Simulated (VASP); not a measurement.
Wanted: the native input for a VASP 6.6.1 run.

| Item | Value |
| --- | --- |
| Task | single point |
| Functional | PBE |
| Potentials or basis | VASP PAW PBE potentials, release 64 (Te, Cd) |
| Cutoff | 520 eV |
| k mesh | 7 × 7 × 7 |
| Occupations | gaussian, width 0.013 eV |
| Spin | no spin polarisation |
| Dipole correction | no |
| Further INCAR settings | ALGO = Normal; EDIFF = 1e-06; NBANDS = 16 |

The structure of CdTe lies in POSCAR:

```
CdTe
1.0
    0.0000000000      3.2050000000      3.2050000000
    3.2050000000      0.0000000000      3.2050000000
    3.2050000000      3.2050000000      0.0000000000
Te Cd
1 1
Direct
    0.7500000000      0.7500000000      0.7500000000
    0.0000000000      0.0000000000      0.0000000000
```

One way to write it, as run:

INCAR

```
PREC = Accurate ; ENCUT = 520
EDIFF = 1E-6 ; ISMEAR = 0
SIGMA = 0.013000000000000001 ; LREAL = F
LASPH = T ; NELM = 80
ALGO = Normal ; ISIF = 2
LWAVE = F ; LCHARG = F
GGA = PE ; NBANDS = 16
```

KPOINTS

```
regular mesh
0
Gamma
  7 7 7
```

Potentials or basis: VASP PAW PBE potentials, release 64 (Te, Cd).

Command:

```console
$ cat potpaw_PBE.64/Te/POTCAR potpaw_PBE.64/Cd/POTCAR > POTCAR
$ mpirun -np 1 vasp_std > vasp.out
```

Results of the run:

The pressure is 4.4 GPa and the band gap on the k mesh is 0.87 eV.

Caveat: the cell stands under pressure; spin-orbit coupling is left out, which moves the levels of the heavy elements.

Wall time 23 s on 1 thread of Intel Xeon 8259CL, with other jobs on the host, peak memory 0.22 GiB.
